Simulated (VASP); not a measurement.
# W (Im-3m) in VASP: further runs

Runs on W. Level: PBE. Tasks: single point.

Program: VASP 6.6.1. These are calculated values, not measurements. Logs are shortened: lines on timing, memory, paths and dates and some standing lists are left out, and cuts for length are marked.

## (1) The cell of the first run

The structure is cubic, space group Im-3m (No. 229). Conventional cell: a = 3.051 Å, b = 3.051 Å, c = 3.051 Å, α = 90.00°, β = 90.00°, γ = 90.00°. Within 3.5 Å of W (site symmetry m-3m) lie 14 W at 2.64 to 3.05 Å.

## (2) Single point, PBE

Input file INCAR:

```
PREC = Accurate ; ENCUT = 520
EDIFF = 1E-7 ; ISMEAR = 0
SIGMA = 0.15 ; LREAL = F
LASPH = T ; NELM = 80
ALGO = Normal ; ISIF = 2
LWAVE = F ; LCHARG = F
GGA = PE ; NBANDS = 13
```

Input file KPOINTS:

```
regular mesh
0
Gamma
  22 22 22
```

Input file POSCAR:

```
W
1.0
   -1.5254544914      1.5254544914      1.5254544914
    1.5254544914     -1.5254544914      1.5254544914
    1.5254544914      1.5254544914     -1.5254544914
W
1
Direct
    0.0000000000      0.0000000000      0.0000000000
```

Potentials or basis: VASP PAW PBE potentials, release 64 (W_sv).

Run with:

```bash
> cat potpaw_PBE.64/W_sv/POTCAR > POTCAR
> mpirun -np 1 vasp_std > vasp.out
```

OUTCAR:

```text
PREC = Accurate
   ENCUT = 520
   EDIFF = 1E-7
   ISMEAR = 0
   LREAL = F
   LASPH = T
   NELM = 80
   ISIF = 2
   GGA = PE

 ion  position               nearest neighbor table
   1  0.000  0.000  0.000-

  LATTYP: Found a body centered cubic cell.
 ALAT       =     3.0509089828

  Lattice vectors:

 A1 = (  -1.5254544914,   1.5254544914,   1.5254544914)
 A2 = (   1.5254544914,  -1.5254544914,   1.5254544914)
 A3 = (   1.5254544914,   1.5254544914,  -1.5254544914)

Analysis of symmetry for initial positions (statically):
=====================================================================
 Subroutine PRICEL returns:
 Original cell was already a primitive cell.

 Routine SETGRP: Setting up the symmetry group for a
 body centered cubic supercell.

 Subroutine GETGRP returns: Found 48 space group operations
 (whereof 48 operations were pure point group operations)
 out of a pool of 48 trial point group operations.

The static configuration has the point symmetry O_h .

Analysis of symmetry for dynamics (positions and initial velocities):
=====================================================================
 Subroutine PRICEL returns:
 Original cell was already a primitive cell.

 Routine SETGRP: Setting up the symmetry group for a
 body centered cubic supercell.

 Subroutine GETGRP returns: Found 48 space group operations
 (whereof 48 operations were pure point group operations)
 out of a pool of 48 trial point group operations.

The dynamic configuration has the point symmetry O_h .

 Subroutine INISYM returns: Found 48 space group operations
 (whereof 48 operations are pure point group operations),
 and found     1 'primitive' translations

----------------------------------------------------------------------------------------

                                     Primitive cell

  volume of cell :      14.1990

  direct lattice vectors                    reciprocal lattice vectors
    -1.525454491  1.525454491  1.525454491     0.000000000  0.327771168  0.327771168
     1.525454491 -1.525454491  1.525454491     0.327771168  0.000000000  0.327771168
     1.525454491  1.525454491 -1.525454491     0.327771168  0.327771168  0.000000000

  length of vectors
     2.642164684  2.642164684  2.642164684     0.463538431  0.463538431  0.463538431

  position of ions in fractional coordinates (direct lattice)
     0.000000000  0.000000000  0.000000000

  ion indices of the primitive-cell ions
   primitive index   ion index
                 1           1

[... 73 lines left out ...]
   EDIFFG = 0.1E-05   stopping-criterion for IOM
   NSW    =      0    number of steps for IOM
   IBRION =     -1    ionic relax: 0-MD 1-quasi-New 2-CG
   NFREE  =      0    steps in history (QN), initial steepest desc. (CG)
   ISIF   =      2    stress and relaxation
   ISYM   =      2    0-nonsym 1-usesym 2-fastsym
   POTIM  = 0.5000    time-step for ionic-motion
   TEBEG  =    0.0;   TEEND  =   0.0 temperature during run
   PSTRESS=    0.0 pullay stress
   NELECT =      14.0000    total number of electrons
   NUPDOWN=      -1.0000    fix difference up-down
   EMIN   =  10.00;   EMAX   =-10.00  energy-range for DOS
   EFERMI =   0.00;   METHOD = LEGACY
   ISMEAR =     0;   SIGMA  =   0.15  broadening in eV -4-tet -1-fermi 0-gaus
   EFERMI_NEDOS =   21; number of points for ismear=-14 and -15
   IALGO  =     38    algorithm
   IMIX   =      4    mixing-type and parameters
     AMIX     =   0.40;   BMIX     =  1.00
     AMIX_MAG =   1.60;   BMIX_MAG =  1.00
  volume/ion in A,a.u.               =      14.20        95.82
  Fermi-wavevector in a.u.,A,eV,Ry     =   1.629415  3.079147 36.123356  2.654992
  Thomas-Fermi vector in A             =   2.721884
   LORBIT       =      0    0 simple, 1 ext, 2 COOP (PROOUT), +10 PAW based schemes
   GGA     = PE    functional components
   LHFCALC =     F    Hartree Fock is set to
   AEXX    =    0.0000 exact exchange contribution
   IVDW    =     0    specifies the selected vdW correction
   LEPSILON=     F    determine dielectric tensor
   LRPA    =     F    only Hartree local field effects (RPA)
 non-spin polarized calculation
 Gauss-broadening in eV      SIGMA  =   0.15
  energy-cutoff  :      520.00
  volume of cell :       14.20
 maximum number of plane-waves:       394
   NGX =  9   NGY =  9   NGZ =  9

 number of electron      13.9999998 magnetization

 Free energy of the ion-electron system (eV)
  ---------------------------------------------------
  ext. energy  EPLUGINS =         0.00000000
  ---------------------------------------------------
  free energy    TOTEN  =       -12.67026740 eV

  energy without entropy =      -12.66388474  energy(sigma->0) =      -12.66707607

 E-fermi :  13.1465     XC(G=0): -14.2753

 val. band max:       13.1431833591   @ k =   0.1364   0.0455   0.0000
 cond. band min:      13.1469243352   @ k =  -0.1818   0.1818   0.1364
 fundamental gap:      0.0037409761
 Fermi energy:        13.1465456397

 k-point     1 :       0.0000    0.0000    0.0000
  band No.  band energies     occupation
      1     -60.9502      2.00000
      2     -24.3100      2.00000
      3     -24.3100      2.00000
      4     -24.3100      2.00000
      5       2.8792      2.00000
      6      11.6763      2.00000
      7      11.6763      2.00000
      8      11.6763      2.00000
      9      15.6317      0.00000
     10      15.6317      0.00000
     11      27.8582      0.00000
     12      27.8582      0.00000
     13      27.8582      0.00000
[... 354 lines left out ...]
  band No.  band energies     occupation
      1     -60.8768      2.00000
      2     -24.9692      2.00000
      3     -24.4817      2.00000
      4     -24.3622      2.00000
      5       4.8050      2.00000
      6      10.7129      2.00000
      7      10.9232      2.00000
      8      13.8694      0.00000
      9      14.4883      0.00000
     10      15.9477      0.00000
     11      29.3085      0.00000
     12      30.5991      0.00000
     13      31.5341      0.00000

 [... further k-points ...]
[... 5 lines left out ...]
  --------------------------------------------------------------------------------------
  -------------------------------------------------------------------------------------
  Total        4.5735905      4.5735905      4.5735905      0.0000000      0.0000000      0.0000000
  in kB      516.0717706    516.0717706    516.0717706      0.0000000      0.0000000      0.0000000
  external PRESSURE =     516.0717706 kB  Pullay stress =       0.0000000 kB

 VOLUME and BASIS-vectors are now :
 -----------------------------------------------------------------------------
  energy-cutoff  :      520.00
  volume of cell :       14.20
      direct lattice vectors                 reciprocal lattice vectors
    -1.525454491  1.525454491  1.525454491     0.000000000  0.327771168  0.327771168
     1.525454491 -1.525454491  1.525454491     0.327771168  0.000000000  0.327771168
     1.525454491  1.525454491 -1.525454491     0.327771168  0.327771168  0.000000000

 POSITION                                       TOTAL-FORCE (eV/Angst)
 -----------------------------------------------------------------------------------
      0.00000      0.00000      0.00000         0.000000     -0.000000      0.000000
 -----------------------------------------------------------------------------------
    total drift:                                0.000000     -0.000000      0.000000

  FREE ENERGIE OF THE ION-ELECTRON SYSTEM (eV)
  ---------------------------------------------------
  free  energy   TOTEN  =       -12.6702674003 eV

  energy  without entropy=      -12.6638847362  energy(sigma->0) =      -12.66707607
```

Run time: 25 s. Hardware: 1 thread of Intel Xeon 6975P-C, shared host; peak memory 0.17 GiB.

Results:

| Quantity | Value |
| --- | --- |
| Free energy | -12.6703 eV |
| Pressure | 51.6 GPa |
| Band gap on the k mesh | zero (band 7 reaches 19.12 eV, above the bottom of band 8 at 11.68 eV) |

Caveat: spin-orbit coupling is left out, which moves the levels of the heavy elements.

## (3) Single point, PBE

This run uses another cell than the first one, of 14.84 Å³/atom, 1.045 times its volume.

Input file INCAR:

```
PREC = Accurate
ENCUT = 520
EDIFF = 1E-6
ISMEAR = 0
SIGMA = 0.15
LREAL = False
LASPH = True
NELM = 100
ALGO = Normal
ISIF = 2
LWAVE = False
LCHARG = False
GGA = PE
NBANDS = 13
```

KPOINTS is that of step 2.

Input file POSCAR:

```
W
1.0
   -1.5482116037      1.5482116037      1.5482116037
    1.5482116037     -1.5482116037      1.5482116037
    1.5482116037      1.5482116037     -1.5482116037
W
1
Direct
    0.0000000000      0.0000000000      0.0000000000
```

Potentials or basis: VASP PAW PBE potentials, release 64 (W_sv).

Run with:

```bash
> cat potpaw_PBE.64/W_sv/POTCAR > POTCAR
> mpirun -np 1 vasp_std > vasp.out
```

Wall time 23 s (1 thread of Intel Xeon 6975P-C, shared host); peak memory 0.18 GiB.

The run converged. Its results:

```
Free energy            : -12.8355 eV
Pressure               : 31.0 GPa
Band gap on the k mesh : zero (band 7 reaches 18.08 eV, above the bottom of band 8 at 11.07 eV)
```

Levels at points of the mesh, in eV from the Fermi level:
```tsv
k point	band 5	band 6	band 7	band 8	band 9	band 10
(0.00, 0.00, 0.00)	-10.02	-1.37	-1.37	-1.37	2.40	2.40
(0.50, 0.00, 0.00)	-6.74	-3.92	0.91	2.34	3.40	6.74
(0.50, 0.50, 0.50)	-6.41	-6.41	5.64	5.64	5.64	8.78
```

Caveat: spin-orbit coupling is left out, which moves the levels of the heavy elements.

(Part 1 of 2 ends here.)
